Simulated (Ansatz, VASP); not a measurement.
## One calculation of C, two programs

Contents of POSCAR:

```
C
1.0
    0.0000000000      1.8547360000      1.7834000000
    1.8547360000      0.0000000000      1.7834000000
    1.8547360000      1.8547360000      0.0000000000
C
2
Direct
    0.5000000000      0.5000000000      0.5000000000
    0.7500000000      0.7500000000      0.7500000000
```

INCAR.step1

```
SYSTEM = C
PREC     = Accurate       ! precision mode
ENCUT    = 520            ! plane-wave cutoff, eV
ISMEAR   = 0              ! smearing method
SIGMA    = 0.05           ! smearing width, eV
LREAL    = .FALSE.        ! projectors in reciprocal space
LASPH    = .TRUE.         ! aspherical terms in the spheres
NELM     = 60             ! most SCF steps
NBANDS   = 11             ! bands
GGA      = PE             ! functional
ALGO     = Normal         ! electronic algorithm
EDIFF    = 1E-4           ! SCF threshold, eV
LWAVE    = .TRUE.         ! write WAVECAR
LCHARG   = .FALSE.        ! write CHGCAR
```

File INCAR.step2:

```
SYSTEM = C
PREC     = Accurate       ! precision mode
ENCUT    = 520            ! plane-wave cutoff, eV
EDIFF    = 1E-7           ! SCF threshold, eV
ISMEAR   = 0              ! smearing method
SIGMA    = 0.05           ! smearing width, eV
LREAL    = .FALSE.        ! projectors in reciprocal space
LASPH    = .TRUE.         ! aspherical terms in the spheres
NELM     = 60             ! most SCF steps
ALGO     = Normal         ! electronic algorithm
ISIF     = 2              ! what is computed and relaxed
LWAVE    = .FALSE.        ! write WAVECAR
LCHARG   = .FALSE.        ! write CHGCAR
METAGGA  = R2SCAN         ! meta-GGA
LMIXTAU  = .TRUE.       
NBANDS   = 11             ! bands
ISTART   = 1
```

File KPOINTS:

```
Automatic mesh
0
G
  12 12 12
  0 0 0
```

Input for Ansatz:

```yaml
crystal:
  lattice:
    - [0.0, 1.854736, 1.7834]
    - [1.854736, 0.0, 1.7834]
    - [1.854736, 1.854736, 0.0]
  atoms:
    - { symbol: C, position: [0.5, 0.5, 0.5] }
    - { symbol: C, position: [0.75, 0.75, 0.75] }
basis:
  ecutwfc: 500
kpoints:
  mp_grid: { grid: [12, 12, 12] }
hamiltonian:
  xc: r2scan
scf:
  occupations: { method: gaussian, width: 0.05 }
output:
  forces: true
  stress: true
  eigenvalues: true
```

Change from the starting cell: strain +0.040 along x and y, +0.000 along z, atoms carried along.

Alike in both runs: task single point; functional r2SCAN; k mesh 12 × 12 × 12; occupations gaussian, width 0.05 eV; no spin polarisation.

|  | VASP | Ansatz |
| --- | --- | --- |
| version | VASP 6.6.1 | Ansatz 0.2.0 |
| potentials or method | VASP PAW PBE potentials, release 64 (C), cutoff 520 eV | scalar-relativistic, plane waves, PAW |
| valence electrons in the cell | 8 | 8 |

|  | VASP | Ansatz | Ansatz less VASP |
| --- | --- | --- | --- |
| gap on the k mesh at the Fermi level (eV) | 3.19 | 3.21 | +0.025 |
| least direct gap on the mesh (eV) | 4.92 | 4.96 | +0.038 |
| pressure (GPa) | -31.5 | -32.3 | -0.81 |
| traceless stress, the component that is largest in VASP (GPa) | 22.56 | 22.59 | +0.032 |

VASP's potentials were made for PBE, not for r2SCAN. Both programs put the cell under strong tension, so it lies far from rest at this level. With one functional, cell and mesh, what is left measures potentials, basis and numerics.

Noted on VASP's run: the cell as given lies far from equilibrium.
